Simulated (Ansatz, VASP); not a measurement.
# One calculation of GaSe3, two programs

INCAR

```
PREC = Accurate ; ENCUT = 600
EDIFF = 1E-7 ; ISMEAR = 0
SIGMA = 0.1 ; LREAL = F
LASPH = T ; NELM = 80
ALGO = Normal ; ISIF = 3
LWAVE = F ; LCHARG = F
GGA = PE ; IBRION = 2
NSW = 90 ; EDIFFG = -0.04
```

KPOINTS

```
regular mesh
0
Gamma
  4 4 4
```

The input POSCAR:

```
GaSe3
1.0
   -3.0615283500      3.0615283500      3.0615283500
    3.0615283500     -3.0615283500      3.0615283500
    3.0615283500      3.0615283500     -3.0615283500
Ga Se
1 3
Direct
    0.0000000000      0.0000000000      0.0000000000
    0.0000000000      0.5000000000      0.5000000000
    0.5000000000      0.0000000000      0.5000000000
    0.5000000000      0.5000000000      0.0000000000
```

Input for Ansatz:

```yaml
crystal:
  lattice:
    - [-3.06152835, 3.06152835, 3.06152835]
    - [3.06152835, -3.06152835, 3.06152835]
    - [3.06152835, 3.06152835, -3.06152835]
  atoms:
    - { symbol: Ga, position: [0.0, 0.0, 0.0] }
    - { symbol: Se, position: [0.0, 0.5, 0.5] }
    - { symbol: Se, position: [0.5, 0.0, 0.5] }
    - { symbol: Se, position: [0.5, 0.5, 0.0] }
basis:
  ecutwfc: 420
kpoints:
  mp_grid: { grid: [4, 4, 4] }
hamiltonian:
  xc: pbe
scf:
  occupations: { method: gaussian, width: 0.1 }
  lower_state_search: "off"
output:
  forces: true
  stress: true
  eigenvalues: true
relax:
  adjacent_minimum: "off"
  f_tol: 0.04
  max_steps: 70
  cell: { stress_tol: 0.4 }
```

Alike in both runs: task relaxation of cell and atoms; functional PBE; k mesh 4 × 4 × 4; occupations gaussian, width 0.1 eV; no spin polarisation.

|  | VASP | Ansatz |
| --- | --- | --- |
| version | VASP 6.6.1 | Ansatz 0.2.0 |
| potentials or method | VASP PAW PBE potentials, release 64 (Ga_d, Se), cutoff 600 eV | scalar-relativistic, plane waves, PAW |
| valence electrons in the cell | 31 | 61 |

Ansatz gave:

```
gap on the k mesh at the Fermi level, each at its own relaxed structure (eV) : none
relaxed volume (Å³/atom)                                                     : 22.48
relaxed cell length with the largest relative difference (Å)                 : 4.888
```

Problem. Which values does VASP return?

Solution. gap on the k mesh at the Fermi level, each at its own relaxed structure (eV): none; relaxed volume (Å³/atom): 22.51; relaxed cell length with the largest relative difference (Å): 4.891.

A gap of «none» marks a metal or a gap that the smearing closes. VASP's potentials hold 31 valence electrons a cell and Ansatz's 61, so a difference there can come from the potentials and not from the codes.

The k mesh is coarse, so the values compare programs but aren't converged. Noted on VASP's run: the volume moved by over 15 % at a fixed basis, so the end points are rough.
